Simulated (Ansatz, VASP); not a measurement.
## One calculation of Cs, two programs

```
CELL_PARAMETERS angstrom
-3.06590 3.06590 3.12847
3.06590 -3.06590 3.12847
3.06590 3.06590 -3.12847
ATOMIC_POSITIONS crystal
Cs 0.00000 0.00000 0.00000
```

Change from the starting cell: strain_xy = -0.02.

Alike in both runs: task single point; functional PBEsol; k mesh 6 × 6 × 6; occupations fermi-dirac, width 0.05 eV; no spin polarisation.

```csv
,VASP,Ansatz
version,VASP 6.6.1,Ansatz 0.2.0
potentials or method,"VASP PAW PBE potentials, release 64 (Cs_sv), cutoff 520 eV","all-electron LAPW, scalar-relativistic"
```

```csv
,VASP,Ansatz,Ansatz less VASP
gap on the k mesh at the Fermi level (eV),none,none,-
pressure (GPa),-0.1,-0.1,+0.01
```

VASP's potentials were made for PBE, not for PBEsol. A gap of «none» marks a metal or a gap that the smearing closes. Ansatz ran all-electron here, and VASP with PAW potentials.

Neither program's run includes spin-orbit coupling.
